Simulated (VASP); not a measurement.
Set up this calculation in VASP 6.6.1, as the native input.

| Quantity | Value |
| --- | --- |
| Task | single point |
| Functional | PBE |
| Potentials or basis | VASP PAW PBE potentials, release 64 (Si) |
| Cutoff | 520 eV |
| k mesh | 1 × 1 × 1 |
| Occupations | gaussian, width 0.05 eV |
| Spin | collinear spin, zero start |
| Dipole correction | no |
| Further INCAR settings | LREAL = Auto; ALGO = Normal; EDIFF = 1e-06; NBANDS = 172 |

The structure of Si (a cell with a defect) lies in POSCAR:

```
Si
1.0
    6.6508880000      6.6508890000      3.8447710000
   -9.9763330000      3.3254440000      1.9223860000
    3.3254440000     -9.9763330000      9.6119280000
Si
65
Direct
    0.1329609197      0.9574436709      0.9538171362
    0.3852574680      0.7058191298      0.7040036882
    0.1341307775      0.7067252774      0.2037598368
    0.6370197748      0.4522693221      0.4536651297
    0.8868910504      0.2054918688      0.2061672269
    0.3779336308      0.4543047535      0.9503250070
    0.6338295983      0.2048352871      0.7039814518
    0.1366671275      0.4547284813      0.4546455532
    0.3845741303      0.2031695891      0.2056200049
    0.1333829659      0.2031569811      0.7044629987
    0.8895687770      0.9576318527      0.4566605928
    0.6338889152      0.9572617460      0.9548540320
    0.8838220677      0.7048947932      0.7050203549
    0.3870609851      0.9528057897      0.4554166949
    0.6440902657      0.7107531566      0.2057814384
    0.8883473819      0.4590140013      0.9543027599
    0.1183210622      0.5492348310      0.0445687388
    0.3659542572      0.2958077053      0.7926835053
    0.6197702101      0.0445963722      0.5453183248
    0.1183494200      0.2928071573      0.2961845537
    0.3657369086      0.0482615159      0.0445532959
    0.1207477994      0.0445053593      0.5468314096
    0.8737725943      0.8010774948      0.2974334385
    0.6179179134      0.7975437618      0.7954281969
    0.8692545184      0.5456931580      0.5453363175
    0.3654097880      0.7955734096      0.2932831845
    0.6096677305      0.5449842383      0.0393417498
    0.1164837819      0.7966121590      0.7949156087
    0.3696588012      0.5463278186      0.5445803333
    0.8661883589      0.2951506838      0.7949310001
    0.6197248136      0.2884268857      0.2954285704
    0.8658888845      0.0471547857      0.0458398143
    0.0423492890      0.1359983058      0.9550654375
    0.2950338776      0.8844383310      0.7048687330
    0.5509090859      0.6346257837      0.4555500662
    0.0484472553      0.8878507336      0.2050525030
    0.2931727453      0.6365192124      0.9526954665
    0.0475600027      0.6332926210      0.4541900179
    0.7927670543      0.3867049977      0.2063206998
    0.5465835613      0.3855144968      0.7049625779
    0.7982025663      0.1339293514      0.4555188728
    0.2967555967      0.3824619138      0.2025071019
    0.5437127895      0.1360465379      0.9533238397
    0.0450362135      0.3829120556      0.7045433279
    0.2992219751      0.1333769670      0.4572848720
    0.7968428128      0.8848538542      0.7051790985
    0.5427883406      0.8813521324      0.2015367750
    0.7999828253      0.6383363014      0.9559731777
    0.2046760587      0.6159202695      0.7925836566
    0.4585006051      0.3666290250      0.5444255377
    0.7103923735      0.1101080246      0.2948191898
    0.2039525385      0.3671567994      0.0434095255
    0.4541843678      0.1165927627      0.7933948559
    0.2074512173      0.1156075378      0.2980737715
    0.9566915592      0.8697768480      0.0456136629
    0.7101340025      0.8664000913      0.5452055482
    0.9569583723      0.6177750323      0.2948414558
    0.4535965391      0.8674343843      0.0431511625
    0.7055402665      0.6175061185      0.7959516639
    0.2079734038      0.8638879006      0.5442990982
    0.4552575496      0.6179359676      0.2980830070
    0.9580669842      0.3665051714      0.5445006346
    0.7086336500      0.3643000900      0.0418641171
    0.9550752209      0.1164949939      0.7949588491
    0.5612245669      0.4550168257      0.1757744809
```

These files were run (other wordings do the same):

INCAR

```
SYSTEM = Si
PREC = Accurate ; ENCUT = 520
EDIFF = 1E-6 ; ISMEAR = 0
SIGMA = 0.05 ; LREAL = Auto
LASPH = .True. ; NELM = 150
ALGO = Normal ; ISIF = 2
LWAVE = .False. ; LCHARG = .True.
ISPIN = 2 ; MAGMOM = 0 0 0 0 0 0 0 0 0 0 0 0 0 0 0 0 0 0 0 0 0 0 0 0 0 0 0 0 0 0 0 0 0 0 0 0 0 0 0 0 0 0 0 0 0 0 0 0 0 0 0 0 0 0 0 0 0 0 0 0 0 0 0 0 0
LORBIT = 11 ; GGA = PE
LELF = .True. ; LVHAR = .True.
NBANDS = 172
```

KPOINTS

```
Automatic mesh
0
Gamma
  1 1 1
  0 0 0
```

Potentials or basis: VASP PAW PBE potentials, release 64 (Si).

Run with:

```console
$ cat potpaw_PBE.64/Si/POTCAR > POTCAR
$ mpirun -np 1 vasp_gam > vasp.out
```

It gave:

```yaml
Pressure: 1.8 GPa
Largest_force: 0.024 eV/Å
Band_gap_on_the_k_mesh: 0.75 eV
Net_moment: 0.00 μB per cell
Valence_electrons_inside_the_program's_atomic_spheres: Si 1.68, 1.69, 1.67, 1.66, 1.62 (each value once)
```

Caveat: the k points lie up to 0.67 Å⁻¹ apart; semilocal functionals underestimate gaps, and a narrow one can read as zero.

Wall time 22 min on 1 thread of Intel(R) Xeon(R) Platinum 8259CL CPU @ 2.50GHz (Skylake/Cascade Lake), with other jobs on the host, peak memory 1.6 GiB.
